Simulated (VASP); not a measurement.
A run of VASP 6.6.1:

File INCAR:

```
PREC = Accurate
ENCUT = 520
EDIFF = 1E-6
ISMEAR = -1
SIGMA = 0.01
LREAL = F
LASPH = T
NELM = 100
ALGO = Normal
ISIF = 2
LWAVE = F
LCHARG = T
GGA = PE
LELF = T
LVHAR = T
NBANDS = 18
```

Contents of KPOINTS:

```
regular mesh
0
Gamma
  10 10 6
```

The input POSCAR:

```
Y
1.0
    3.6535431712      0.0000000000      0.0000000000
   -1.8267715856      3.1640612001      0.0000000000
    0.0000000000      0.0000000000      5.6988610241
Y
2
Direct
    0.3333333333      0.6666666667      0.2500000000
    0.6666666667      0.3333333333      0.7500000000
```

Potentials or basis: VASP PAW PBE potentials, release 64 (Y_sv).

Launch:

```bash
$ cat potpaw_PBE.64/Y_sv/POTCAR > POTCAR
$ mpirun -np 1 vasp_std > vasp.out
```

Hardware: 1 thread of Intel Xeon 8259CL (shared host).

Task: Estimate the wall time of this run.

Result: It took 2.8 min on 1 thread of Intel Xeon 8259CL, with other jobs on the host, peak memory 0.22 GiB. Counts: scf iterations 14, k points 56.
